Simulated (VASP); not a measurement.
Here is a VASP 6.6.1 calculation.

The input INCAR:

```
SYSTEM = CO2
  ALGO = Normal
  EDIFF = 1E-7
  EDIFFG = -0.02
  ENCUT = 520
  GGA = PE
  IBRION = 2
  ISIF = 2
  ISMEAR = -1
  LASPH = .TRUE.
  LCHARG = .FALSE.
  LREAL = .FALSE.
  LWAVE = .FALSE.
  NELM = 60
  NSW = 80
  PREC = Accurate
  SIGMA = 0.02
```

KPOINTS

```
k-points
0
G
  4 4 4
  0 0 0
```

File POSCAR:

```
CO2
1.0
    5.6200000000      0.0000000000      0.0000000000
    0.0000000000      5.6200000000      0.0000000000
    0.0000000000      0.0000000000      5.6200000000
C O
4 8
Direct
    0.0000000000      0.0000000000      0.0000000000
    0.5000000000      0.0000000000      0.5000000000
    0.5000000000      0.5000000000      0.0000000000
    0.0000000000      0.5000000000      0.5000000000
    0.1080000000      0.1080000000      0.1080000000
    0.3920000000      0.8920000000      0.6080000000
    0.6080000000      0.3920000000      0.8920000000
    0.8920000000      0.6080000000      0.3920000000
    0.8920000000      0.8920000000      0.8920000000
    0.6080000000      0.1080000000      0.3920000000
    0.3920000000      0.6080000000      0.1080000000
    0.1080000000      0.3920000000      0.6080000000
```

Potentials or basis: VASP PAW PBE potentials, release 64 (C, O).

Command:

```sh
$ cat potpaw_PBE.64/C/POTCAR potpaw_PBE.64/O/POTCAR > POTCAR
$ mpirun -np 1 vasp_std > vasp.out
```

Question: Estimate the band gap on the k mesh.

Answer: 6.72 eV.

Final structure:
```
C O
1.0
     5.62000    0.00000    0.00000
     0.00000    5.62000    0.00000
     0.00000    0.00000    5.62000
C O
4 8
Direct
  0.00000 0.00000 0.00000
  0.50000 0.00000 0.50000
  0.50000 0.50000 0.00000
  0.00000 0.50000 0.50000
  0.12063 0.12063 0.12063
  0.37937 0.87937 0.62063
  0.62063 0.37937 0.87937
  0.87937 0.62063 0.37937
  0.87937 0.87937 0.87937
  0.62063 0.12063 0.37937
  0.37937 0.62063 0.12063
  0.12063 0.37937 0.62063
```

 A k mesh can miss the band edges.
